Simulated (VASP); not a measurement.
# Ga (Cmce) in VASP: a series of runs

Runs on Ga. Level: PBEsol. Tasks: single point.

Everything below comes from runs of VASP 6.6.1. Logs are shortened: lines on timing, memory, paths and dates and some standing lists are left out, and cuts for length are marked.

### 1 The cell of the first run

The structure is orthorhombic, space group Cmce (No. 64). Conventional cell: a = 4.431 Å, b = 7.505 Å, c = 4.432 Å, α = 90.00°, β = 90.00°, γ = 90.00°. Within 3.2 Å of Ga (site symmetry m) lie 7 Ga at 2.43 to 2.73 Å.

### 2 Single point, PBEsol (volume scaled by 0.94)

INCAR

```
  PREC = Accurate
  ENCUT = 520
  EDIFF = 1E-6
  ISMEAR = -1
  SIGMA = 0.05
  LREAL = False
  LASPH = True
  NELM = 80
  ALGO = Fast
  ISIF = 2
  LWAVE = False
  LCHARG = False
  GGA = PS
  NBANDS = 34
```

KPOINTS

```
Automatic mesh
0
Gamma
  7 7 6
```

POSCAR

```
Ga
1.0
    2.2153339849     -3.7523045894      0.0000000000
    2.2153339849      3.7523045894      0.0000000000
    0.0000000000      0.0000000000      4.4316475558
Ga
4
Direct
    0.3451000000      0.6549000000      0.4190000000
    0.1549000000      0.8451000000      0.9190000000
    0.6549000000      0.3451000000      0.5810000000
    0.8451000000      0.1549000000      0.0810000000
```

Potentials or basis: VASP PAW PBE potentials, release 64 (Ga_d).

Started as:

```console
$ cat potpaw_PBE.64/Ga_d/POTCAR > POTCAR
$ mpirun -np 1 vasp_std > vasp.out
```

OUTCAR:

```text
PREC = Accurate
   ENCUT = 520
   EDIFF = 1E-6
   ISMEAR = -1
   LREAL = False
   LASPH = True
   NELM = 80
   ISIF = 2
   GGA = PS

 ion  position               nearest neighbor table
   1  0.345  0.655  0.419-   3 2.43   2 2.64   2 2.64   4 2.67   4 2.67   3 2.73   3 2.73
   2  0.155  0.845  0.919-   4 2.43   1 2.64   1 2.64   3 2.67   3 2.67   4 2.73   4 2.73
   3  0.655  0.345  0.581-   1 2.43   4 2.64   4 2.64   2 2.67   2 2.67   1 2.73   1 2.73
   4  0.845  0.155  0.081-   2 2.43   3 2.64   3 2.64   1 2.67   1 2.67   2 2.73   2 2.73

  LATTYP: Found a base centered orthorhombic cell.
 ALAT       =     4.4306679698
 B/A-ratio  =     1.6937873093
 C/A-ratio  =     1.0002210922

  Lattice vectors:

 A1 = (   2.2153339849,  -3.7523045894,   0.0000000000)
 A2 = (   2.2153339849,   3.7523045894,   0.0000000000)
 A3 = (   0.0000000000,   0.0000000000,   4.4316475558)

Analysis of symmetry for initial positions (statically):
=====================================================================
 Subroutine PRICEL returns:
 Original cell was already a primitive cell.

 Routine SETGRP: Setting up the symmetry group for a
 base centered orthorhombic supercell.

 Subroutine GETGRP returns: Found  8 space group operations
 (whereof  4 operations were pure point group operations)
 out of a pool of  8 trial point group operations.

The static configuration has the point symmetry C_2h.
 The point group associated with its full space group is D_2h.

Analysis of symmetry for dynamics (positions and initial velocities):
=====================================================================
 Subroutine PRICEL returns:
 Original cell was already a primitive cell.

 Routine SETGRP: Setting up the symmetry group for a
 base centered orthorhombic supercell.

 Subroutine GETGRP returns: Found  8 space group operations
 (whereof  4 operations were pure point group operations)
 out of a pool of  8 trial point group operations.

The dynamic configuration has the point symmetry C_2h.
 The point group associated with its full space group is D_2h.

 Subroutine INISYM returns: Found  8 space group operations
 (whereof  4 operations are pure point group operations),
 and found     1 'primitive' translations

----------------------------------------------------------------------------------------

                                     Primitive cell

  volume of cell :      73.6771

  direct lattice vectors                    reciprocal lattice vectors
     2.215333985 -3.752304589  0.000000000     0.225699603 -0.133251443  0.000000000
     2.215333985  3.752304589  0.000000000     0.225699603  0.133251443  0.000000000
     0.000000000  0.000000000  4.431647556     0.000000000  0.000000000  0.225649713

  length of vectors
     4.357464216  4.357464216  4.431647556     0.262099709  0.262099709  0.225649713

  position of ions in fractional coordinates (direct lattice)
     0.345100000  0.654900000  0.419000000
     0.154900000  0.845100000  0.919000000
     0.654900000  0.345100000  0.581000000
     0.845100000  0.154900000  0.081000000

  ion indices of the primitive-cell ions
   primitive index   ion index
                 1           1
                 2           2
                 3           3
                 4           4

----------------------------------------------------------------------------------------

 KPOINTS: Automatic mesh

Automatic generation of k-mesh.
 Grid dimensions read from file:
 generate k-points for:    7    7    6

 Generating k-lattice:

  Cartesian coordinates                     Fractional coordinates (reciprocal lattice)
     0.032242800 -0.019035920  0.000000000     0.142857143  0.000000000  0.000000000
     0.032242800  0.019035920  0.000000000     0.000000000  0.142857143  0.000000000
     0.000000000  0.000000000  0.037608286     0.000000000  0.000000000  0.166666667

  Length of vectors
     0.037442816  0.037442816  0.037608286

  Shift w.r.t. Gamma in fractional coordinates (k-lattice)
     0.000000000  0.000000000  0.000000000

[... 50 lines left out ...]
  band No.  band energies     occupation
      1      -9.7655      2.00000
      2      -9.7620      2.00000
      3      -9.7301      2.00000
      4      -9.7057      2.00000
      5      -9.6717      2.00000
      6      -9.6471      2.00000
[... 26 lines left out ...]
     33      12.4806      0.00000
     34      13.1468      0.00000

 k-point     2 :       0.1429    0.0000    0.0000
  band No.  band energies     occupation
      1      -9.7693      2.00000
      2      -9.7518      2.00000
      3      -9.7349      2.00000
      4      -9.7158      2.00000
      5      -9.6589      2.00000
      6      -9.6386      2.00000
[... 26 lines left out ...]
     33      12.2827      0.00000
     34      13.2253      0.00000

 k-point     3 :       0.2857    0.0000    0.0000
  band No.  band energies     occupation
      1      -9.7639      2.00000
      2      -9.7494      2.00000
      3      -9.7382      2.00000
      4      -9.7200      2.00000
      5      -9.6601      2.00000
      6      -9.6352      2.00000
[... 26 lines left out ...]
     33      11.6076      0.00000
     34      12.8794      0.00000

 k-point     4 :       0.4286    0.0000    0.0000
  band No.  band energies     occupation
      1      -9.7614      2.00000
      2      -9.7527      2.00000
      3      -9.7312      2.00000
      4      -9.6975      2.00000
      5      -9.6789      2.00000
      6      -9.6722      2.00000
[... 26 lines left out ...]
     33      12.0295      0.00000
     34      13.2680      0.00000

 k-point     5 :       0.1429    0.1429    0.0000
  band No.  band energies     occupation
      1      -9.7679      2.00000
      2      -9.7559      2.00000
      3      -9.7360      2.00000
      4      -9.7201      2.00000
      5      -9.6344      2.00000
      6      -9.6339      2.00000
[... 621 lines left out ...]
 k-point    22 :       0.2857    0.1429    0.1667
  band No.  band energies     occupation
      1      -9.7995      2.00000
      2      -9.7440      2.00000
      3      -9.7393      2.00000
      4      -9.7003      2.00000
      5      -9.6795      2.00000
      6      -9.6306      2.00000
[... 26 lines left out ...]
     33      12.3319      0.00000
     34      13.7392      0.00000

 k-point    23 :       0.4286    0.1429    0.1667
  band No.  band energies     occupation
      1      -9.8014      2.00000
      2      -9.7535      2.00000
      3      -9.7256      2.00000
      4      -9.7041      2.00000
      5      -9.6835      2.00000
      6      -9.6401      2.00000
[... 26 lines left out ...]
     33      13.3854      0.00000
     34      14.6202      0.00000

 k-point    24 :      -0.4286    0.1429    0.1667
  band No.  band energies     occupation
      1      -9.7908      2.00000
      2      -9.7677      2.00000
      3      -9.7213      2.00000
      4      -9.6998      2.00000
      5      -9.6881      2.00000
      6      -9.6413      2.00000
[... 26 lines left out ...]
     33      13.0964      0.00000
     34      13.9209      0.00000

 [... further k-points ...]
[... 5 lines left out ...]
  --------------------------------------------------------------------------------------
  -------------------------------------------------------------------------------------
  Total        0.4276944      1.5042060      1.2106068      0.0000000      0.0000000      0.0000000
  in kB        9.3006152     32.7103654     26.3257755      0.0000000      0.0000000      0.0000000
  external PRESSURE =      22.7789187 kB  Pullay stress =       0.0000000 kB

 VOLUME and BASIS-vectors are now :
 -----------------------------------------------------------------------------
  energy-cutoff  :      520.00
  volume of cell :       73.68
      direct lattice vectors                 reciprocal lattice vectors
     2.215333985 -3.752304589  0.000000000     0.225699603 -0.133251443  0.000000000
     2.215333985  3.752304589  0.000000000     0.225699603  0.133251443  0.000000000
     0.000000000  0.000000000  4.431647556     0.000000000  0.000000000  0.225649713

 POSITION                                       TOTAL-FORCE (eV/Angst)
 -----------------------------------------------------------------------------------
      2.21533      1.16246      1.85686         0.000000      0.107329     -0.062967
      2.21533      2.58984      4.07268         0.000000     -0.107329     -0.062967
      2.21533     -1.16246      2.57479         0.000000     -0.107329      0.062967
      2.21533     -2.58984      0.35896         0.000000      0.107329      0.062967
 -----------------------------------------------------------------------------------
    total drift:                               -0.000000     -0.000000      0.000000

  FREE ENERGIE OF THE ION-ELECTRON SYSTEM (eV)
  ---------------------------------------------------
  free  energy   TOTEN  =       -13.3778751031 eV

  energy  without entropy=      -13.3702200115  energy(sigma->0) =      -13.37404756
```

It took 3 min on 1 thread of Intel Xeon Platinum 8375C at 2.90GHz (Ice Lake), shared host; peak memory 0.25 GiB.

What came out:

```
Free energy            : -13.3779 eV
Pressure               : 2.3 GPa
Largest force          : 0.124 eV/Å
Band gap on the k mesh : zero (band 26 reaches 5.86 eV, above the bottom of band 27 at 4.53 eV)
```

Forces on the atoms (eV/Å):
```
Ga   0.000  0.107 -0.063
Ga   0.000 -0.107 -0.063
Ga   0.000 -0.107  0.063
Ga   0.000  0.107  0.063
```

Levels at points of the mesh, in eV from the Fermi level:
| k point | band 23 | band 24 | band 25 | band 26 | band 27 | band 28 | band 29 | band 30 |
| --- | --- | --- | --- | --- | --- | --- | --- | --- |
| (0.00, 0.00, 0.00) | -3.91 | -1.89 | -1.69 | -0.92 | 0.82 | 0.94 | 0.98 | 5.30 |
| (0.00, 0.00, 0.50) | -0.08 | -0.08 | -0.06 | -0.06 | 0.03 | 0.03 | 2.12 | 2.12 |

Caveat: the cell differs from its parent crystal (volume scaled by 0.94); the PAW data sets were made with another functional, which shifts forces and pressure a little.

### 3 Single point, PBEsol (volume scaled by 0.96)

INCAR

```
SYSTEM = Ga
ALGO     = Fast           ! electronic algorithm
EDIFF    = 1E-7           ! SCF threshold, eV
ENCUT    = 520            ! plane-wave cutoff, eV
GGA      = PS             ! functional
ISIF     = 2              ! what is computed and relaxed
ISMEAR   = -1             ! smearing method
LASPH    = .True.         ! aspherical terms in the spheres
LCHARG   = .False.        ! write CHGCAR
LREAL    = .False.        ! projectors in reciprocal space
LWAVE    = .False.        ! write WAVECAR
NBANDS   = 34             ! bands
NELM     = 80             ! most SCF steps
PREC     = Accurate       ! precision mode
SIGMA    = 0.05           ! smearing width, eV
```

KPOINTS

```
k-points
0
Gamma
  7 7 6
  0 0 0
```

POSCAR

```
Ga
1.0
    2.2309354424     -3.7787301403      0.0000000000
    2.2309354424      3.7787301403      0.0000000000
    0.0000000000      0.0000000000      4.4628573697
Ga
4
Direct
    0.3451000000      0.6549000000      0.4190000000
    0.1549000000      0.8451000000      0.9190000000
    0.6549000000      0.3451000000      0.5810000000
    0.8451000000      0.1549000000      0.0810000000
```

Potentials or basis: VASP PAW PBE potentials, release 64 (Ga_d).

Started as:

```console
$ cat potpaw_PBE.64/Ga_d/POTCAR > POTCAR
$ mpirun -np 1 vasp_std > vasp.out
```

Wall time 4.2 min (1 thread of Intel Xeon Platinum 8375C at 2.90GHz (Ice Lake), shared host); peak memory 0.26 GiB.

Results (log left out):

```
Free energy            : -13.3933 eV
Pressure               : 0.9 GPa
Largest force          : 0.123 eV/Å
Band gap on the k mesh : zero (band 26 reaches 5.66 eV, above the bottom of band 27 at 4.34 eV)
```

Forces in eV/Å, atoms in the order of the input:
```
Ga   0.000  0.109 -0.056
Ga   0.000 -0.109 -0.056
Ga   0.000 -0.109  0.056
Ga   0.000  0.109  0.056
```

Stress tensor (GPa, compression positive):
```
-0.25  0.00  0.00
 0.00  1.74  0.00
 0.00  0.00  1.18
```

Levels at points of the mesh, in eV from the Fermi level:
| k point | band 22 | band 23 | band 24 | band 25 | band 26 | band 27 | band 28 | band 29 | band 30 | band 31 |
| --- | --- | --- | --- | --- | --- | --- | --- | --- | --- | --- |
| (0.00, 0.00, 0.00) | -4.32 | -3.85 | -1.84 | -1.73 | -0.89 | 0.83 | 0.95 | 0.95 | 5.19 | 5.46 |
| (0.00, 0.00, 0.50) | -9.49 | -0.09 | -0.09 | -0.06 | -0.06 | -0.02 | -0.02 | 2.09 | 2.09 | 3.81 |

Caveat: the cell differs from its parent crystal (volume scaled by 0.96); the PAW data sets were made with another functional, which shifts forces and pressure a little.

### 4 Single point, PBEsol (volume scaled by 0.98)

INCAR

```
SYSTEM = Ga
  PREC = Accurate
  ENCUT = 520
  EDIFF = 1E-6
  ISMEAR = -1
  SIGMA = 0.05
  LREAL = .False.
  LASPH = .True.
  NELM = 80
  ALGO = Fast
  ISIF = 2
  LWAVE = .False.
  LCHARG = .False.
  GGA = PS
  NBANDS = 34
```

KPOINTS

```
regular mesh
0
Gamma
  7 7 6
  0 0 0
```

POSCAR

```
Ga
1.0
    2.2463216903     -3.8047911717      0.0000000000
    2.2463216903      3.8047911717      0.0000000000
    0.0000000000      0.0000000000      4.4936366690
Ga
4
Direct
    0.3451000000      0.6549000000      0.4190000000
    0.1549000000      0.8451000000      0.9190000000
    0.6549000000      0.3451000000      0.5810000000
    0.8451000000      0.1549000000      0.0810000000
```

Started as:

```console
$ cat potpaw_PBE.64/Ga_d/POTCAR > POTCAR
$ mpirun -np 1 vasp_std > vasp.out
```

It took 4.2 min on 1 thread of Intel Xeon Platinum 8375C at 2.90GHz (Ice Lake), shared host; peak memory 0.27 GiB.

Results (log left out):

| Quantity | Value |
| --- | --- |
| Free energy | -13.3956 eV |
| Pressure | -0.4 GPa |
| Largest force | 0.122 eV/Å |
| Band gap on the k mesh | zero (band 26 reaches 5.46 eV, above the bottom of band 27 at 4.16 eV) |

Forces in eV/Å, atoms in the order of the input:
```
Ga   0.000  0.111 -0.050
Ga   0.000 -0.111 -0.050
Ga   0.000 -0.111  0.050
Ga   0.000  0.111  0.050
```

Stress tensor (GPa, compression positive):
```
-1.40  0.00  0.00
 0.00  0.31  0.00
 0.00  0.00 -0.17
```

Levels at points of the mesh, in eV from the Fermi level:
```
           k point  band 23  band 24  band 25  band 26  band 27  band 28  band 29  band 30
(0.00, 0.00, 0.00)    -3.80    -1.79    -1.78    -0.86     0.84     0.91     0.96     5.09
(0.00, 0.00, 0.50)    -0.17    -0.17    -0.04    -0.04    -0.03    -0.03     2.05     2.05
```

Caveat: the cell differs from its parent crystal (volume scaled by 0.98); the PAW data sets were made with another functional, which shifts forces and pressure a little.

### 5 Single point, PBEsol

This run uses another cell than the first one, of 19.59 Å³/atom, 1.064 times its volume.

INCAR

```
SYSTEM = Ga
PREC = Accurate
ENCUT = 520
EDIFF = 1E-6
ISMEAR = -1
SIGMA = 0.05
LREAL = .FALSE.
LASPH = .TRUE.
NELM = 80
ALGO = Fast
ISIF = 2
LWAVE = .FALSE.
LCHARG = .FALSE.
GGA = PS
NBANDS = 34
```

KPOINTS

```
regular mesh
0
G
  7 7 6
  0 0 0
```

POSCAR

```
Ga
1.0
    2.2615000000     -3.8305000000      0.0000000000
    2.2615000000      3.8305000000      0.0000000000
    0.0000000000      0.0000000000      4.5240000000
Ga
4
Direct
    0.3451000000      0.6549000000      0.4190000000
    0.1549000000      0.8451000000      0.9190000000
    0.6549000000      0.3451000000      0.5810000000
    0.8451000000      0.1549000000      0.0810000000
```

Started as:

```console
$ cat potpaw_PBE.64/Ga_d/POTCAR > POTCAR
$ mpirun -np 1 vasp_std > vasp.out
```

It took 3.6 min on 1 thread of Intel Xeon Platinum 8375C at 2.90GHz (Ice Lake), shared host; peak memory 0.27 GiB.

It converged, with:

```yaml
Free_energy: -13.3862 eV
Pressure: -1.5 GPa
Largest_force: 0.119 eV/Å
Band_gap_on_the_k_mesh: zero (band 26 reaches 5.28 eV, above the bottom of band 27 at 3.98 eV)
```

Forces in eV/Å, atoms in the order of the input:
```
Ga   0.000  0.111 -0.044
Ga   0.000 -0.111 -0.044
Ga   0.000 -0.111  0.044
Ga   0.000  0.111  0.044
```

Stress tensor (GPa, compression positive):
```
-2.37  0.00  0.00
 0.00 -0.90  0.00
 0.00  0.00 -1.31
```

Levels at points of the mesh, in eV from the Fermi level:
```csv
k point,band 24,band 25,band 26,band 27,band 28,band 29
"(0.00, 0.00, 0.00)",-1.83,-1.74,-0.83,0.84,0.87,0.98
"(0.00, 0.00, 0.50)",-0.25,-0.03,-0.03,-0.02,-0.02,2.02
```

Caveat: the PAW data sets were made with another functional, which shifts forces and pressure a little.

### 6 Single point, PBEsol (volume scaled by 1.02)

INCAR

```
PREC     = Accurate       # precision mode
ENCUT    = 520            # plane-wave cutoff, eV
EDIFF    = 1E-7           # SCF threshold, eV
ISMEAR   = -1             # smearing method
SIGMA    = 0.05           # smearing width, eV
LREAL    = F              # projectors in reciprocal space
LASPH    = T              # aspherical terms in the spheres
NELM     = 60             # most SCF steps
ALGO     = Fast           # electronic algorithm
ISIF     = 2              # what is computed and relaxed
LWAVE    = F              # write WAVECAR
LCHARG   = F              # write CHGCAR
GGA      = PS             # functional
NBANDS   = 34             # bands
```

KPOINTS

```
regular mesh
0
Gamma
  7 7 6
```

POSCAR

```
Ga
1.0
    2.2764772577     -3.8558682890      0.0000000000
    2.2764772577      3.8558682890      0.0000000000
    0.0000000000      0.0000000000      4.5539611380
Ga
4
Direct
    0.3451000000      0.6549000000      0.4190000000
    0.1549000000      0.8451000000      0.9190000000
    0.6549000000      0.3451000000      0.5810000000
    0.8451000000      0.1549000000      0.0810000000
```

Potentials or basis: VASP PAW PBE potentials, release 64 (Ga_d).

Started as:

```console
$ cat potpaw_PBE.64/Ga_d/POTCAR > POTCAR
$ mpirun -np 1 vasp_std > vasp.out
```

It took 3.9 min on 1 thread of Intel Xeon Platinum 8375C at 2.90GHz (Ice Lake), shared host; peak memory 0.27 GiB.

It converged, with:

- Free energy: -13.3665 eV
- Pressure: -2.5 GPa
- Largest force: 0.118 eV/Å
- Band gap on the k mesh: zero (band 26 reaches 5.10 eV, above the bottom of band 27 at 3.82 eV)

Forces in eV/Å, atoms in the order of the input:
```
Ga   0.000  0.111 -0.037
Ga   0.000 -0.111 -0.037
Ga   0.000 -0.111  0.037
Ga   0.000  0.111  0.037
```

Stress tensor (GPa, compression positive):
```
-3.20  0.00  0.00
 0.00 -1.91  0.00
 0.00  0.00 -2.31
```

Levels at points of the mesh, in eV from the Fermi level:
```csv
k point,band 24,band 25,band 26,band 27,band 28,band 29
"(0.00, 0.00, 0.00)",-1.87,-1.69,-0.80,0.83,0.85,0.99
"(0.00, 0.00, 0.50)",-0.34,-0.02,-0.02,0.00,0.00,2.00
```

Caveat: the cell differs from its parent crystal (volume scaled by 1.02); the PAW data sets were made with another functional, which shifts forces and pressure a little.

### 7 Overview

```tsv
cell	further INCAR settings	gap on the mesh (eV)	pressure (GPa)	largest force (eV/Å)
a = 4.357, b = 4.357, c = 4.432 Å, angles 90.0, 90.0, 118.9°, 4 atoms	ALGO = Fast; EDIFF = 1e-06; NBANDS = 34	none	2.3	0.12
a = 4.388, b = 4.388, c = 4.463 Å, angles 90.0, 90.0, 118.9°, 4 atoms	ALGO = Fast; EDIFF = 1e-07; NBANDS = 34	none	0.9	0.12
a = 4.418, b = 4.418, c = 4.494 Å, angles 90.0, 90.0, 118.9°, 4 atoms	ALGO = Fast; EDIFF = 1e-06; NBANDS = 34	none	-0.4	0.12
a = 4.448, b = 4.448, c = 4.524 Å, angles 90.0, 90.0, 118.9°, 4 atoms	ALGO = Fast; EDIFF = 1e-06; NBANDS = 34	none	-1.5	0.12
a = 4.478, b = 4.478, c = 4.554 Å, angles 90.0, 90.0, 118.9°, 4 atoms	ALGO = Fast; EDIFF = 1e-07; NBANDS = 34	none	-2.5	0.12
```

Alike in all rows: task single point; level PBEsol; potentials or basis VASP PAW PBE potentials, release 64 (Ga_d); no spin polarisation; k mesh 7 × 7 × 6; cutoff (eV) 520; smearing fermi-dirac 0.05 eV.

Caveats: the PAW data sets were made with another functional, which shifts forces and pressure a little.

Absolute energies hang on the potentials; compare differences alone.
